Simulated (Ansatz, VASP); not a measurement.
One calculation of CdS, two programs

The input INCAR:

```
ALGO = Normal
EDIFF = 1E-6
ENCUT = 520
GGA = PE
ISIF = 2
ISMEAR = -1
LASPH = T
LCHARG = F
LREAL = F
LWAVE = F
NBANDS = 26
NELM = 60
PREC = Accurate
SIGMA = 0.02
```

KPOINTS

```
k-points
0
Gamma
  12 12 4
```

File POSCAR:

```
CdS
1.0
    4.1646012681      0.0000000000      0.0000000000
   -2.0823006341      3.6066504948      0.0000000000
    0.0000000000      0.0000000000      6.7660105206
Cd S
2 2
Direct
    0.3333333333      0.6666666667     -0.0009631153
    0.6666666667      0.3333333333      0.4990368847
    0.3333333333      0.6666666667      0.3759631153
    0.6666666667      0.3333333333      0.8759631153
```

Input for Ansatz:

```yaml
crystal:
  lattice:
    - [4.1646012681, 0.0, 0.0]
    - [-2.0823006341, 3.6066504948, 0.0]
    - [0.0, 0.0, 6.7660105206]
  atoms:
    - { symbol: Cd, position: [0.3333333333, 0.6666666667, -0.0009631153] }
    - { symbol: Cd, position: [0.6666666667, 0.3333333333, 0.4990368847] }
    - { symbol: S, position: [0.3333333333, 0.6666666667, 0.3759631153] }
    - { symbol: S, position: [0.6666666667, 0.3333333333, 0.8759631153] }
kpoints:
  mp_grid: { grid: [12, 12, 4] }
  band_path:
    path:
      - [0.0, 0.0, 0.0]
      - [0.5, 0.0, 0.0]
      - [0.3333333333, 0.3333333333, 0.0]
      - [0.0, 0.0, 0.5]
      - [0.5, 0.0, 0.5]
      - [0.3333333333, 0.3333333333, 0.5]
    npoints: 1
hamiltonian:
  xc: pbe
scf:
  occupations: { method: fermi_dirac, width: 0.02 }
  n_extra_bands: 5
output:
  forces: true
  stress: true
  eigenvalues: true
```

Alike in both runs: task single point; functional PBE; k mesh 12 × 12 × 4; occupations fermi-dirac, width 0.02 eV; no spin polarisation.

|  | VASP | Ansatz |
| --- | --- | --- |
| version | VASP 6.6.1 | Ansatz 0.2.0 |
| potentials or method | VASP PAW PBE potentials, release 64 (Cd, S) | plane waves, PAW |
| plane-wave cutoff (eV) | 520 | 420 |
| valence electrons in the cell | 36 | 52 |

```csv
,VASP,Ansatz,Ansatz less VASP
gap on the k mesh at the Fermi level (eV),1.17,1.17,-0.002
pressure (GPa),1.7,1.4,-0.32
"traceless stress, the component that is largest in VASP (GPa)",0.05,0.05,-0.001
```

VASP's potentials hold 36 valence electrons a cell and Ansatz's 52, so a difference there can come from the potentials and not from the codes.
